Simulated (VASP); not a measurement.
# CrGa3: single point with PBE

Crystal: CrGa3.

```xyz
4
Lattice="0.0000 3.2482 3.2482 3.2482 0.0000 3.2482 3.2482 3.2482 0.0000" Properties=species:S:1:pos:R:3 pbc="T T T"
Ga    1.6241    1.6241    1.6241
Ga    4.8722    4.8722    4.8722
Ga    3.2482    3.2482    3.2482
Cr    0.0000    0.0000    0.0000
```

```json
{
  "Program": "VASP 6.6.1",
  "Task": "single point",
  "Functional": "PBE",
  "Potentials or basis": "VASP PAW PBE potentials, release 64 (Ga_d, Cr_pv)",
  "Cutoff": "520 eV",
  "k mesh": "6 × 6 × 6",
  "Occupations": "gaussian, width 0.1 eV",
  "Spin": "collinear spin, ferromagnetic start",
  "Starting moments": "[0.0, 0.0, 0.0, 3.36] μB"
}
```

```json
{
  "Pressure": "0.4 GPa",
  "Net moment": "4.11 μB per cell",
  "Site moments": "Ga +0.01, +0.03 (each value once); Cr +3.59 μB",
  "Valence electrons inside the program's atomic spheres": "Ga 11.60, 11.55 (each value once); Cr 10.57"
}
```

Levels at points of the mesh, in eV from the Fermi level:
Spin up:
```csv
k point,band 25,band 26,band 27,band 28,band 29,band 30,band 31,band 32
"(0.00, 0.00, 0.00)",-1.72,-0.15,0.40,0.40,0.40,2.21,2.21,2.21
"(0.50, 0.00, 0.00)",-1.62,-1.62,-0.14,-0.14,1.01,1.01,1.55,5.57
"(0.50, 0.50, 0.00)",-1.61,-1.61,-1.55,-0.66,0.16,6.00,6.33,6.33
```
Spin down:
```tsv
k point	band 20	band 21	band 22	band 23	band 24	band 25	band 26	band 27
(0.00, 0.00, 0.00)	-2.08	-1.56	-1.56	-1.56	0.08	0.49	0.49	0.49
(0.50, 0.00, 0.00)	-7.91	-2.39	-2.13	-2.13	-0.08	0.26	0.26	1.25
(0.50, 0.50, 0.00)	-7.42	-5.09	-3.46	-3.46	-1.05	1.17	1.17	1.65
```

Run time: 83 s on 1 thread of Oxide Virtual Turin-like Processor, on a shared host, peak memory 0.23 GiB.
